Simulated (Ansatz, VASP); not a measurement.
# One calculation of HfC, two programs

```
CELL_PARAMETERS angstrom
0.00000 2.25525 2.32500
2.25525 0.00000 2.32500
2.25525 2.25525 0.00000
ATOMIC_POSITIONS crystal
Hf 0.50000 0.50000 0.50000
C 0.00000 0.00000 0.00000
```

Change from the starting cell: strain -0.030 along x and y, +0.000 along z, atoms carried along.

Alike in both runs: task single point; functional PBE; k mesh 18 × 18 × 18; occupations gaussian, width 0.15 eV; no spin polarisation.

```csv
,VASP,Ansatz
version,VASP 6.6.1,Ansatz 0.2.0
potentials or method,"VASP PAW PBE potentials, release 64 (Hf_pv, C), cutoff 520 eV","scalar-relativistic, plane waves, PAW"
valence electrons in the cell,14,30
```

|  | VASP | Ansatz | Ansatz less VASP |
| --- | --- | --- | --- |
| gap on the k mesh at the Fermi level (eV) | none | none | - |
| pressure (GPa) | 16.4 | 16.8 | +0.38 |
| traceless stress, the component that is largest in VASP (GPa) | -10.24 | -10.08 | +0.159 |

A gap of «none» marks a metal or a gap that the smearing closes. The functional is the same, so the differences come from potentials, cutoffs and numerics. VASP's potentials hold 14 valence electrons a cell and Ansatz's 30, so a difference there can come from the potentials and not from the codes.

Neither program's run includes spin-orbit coupling.
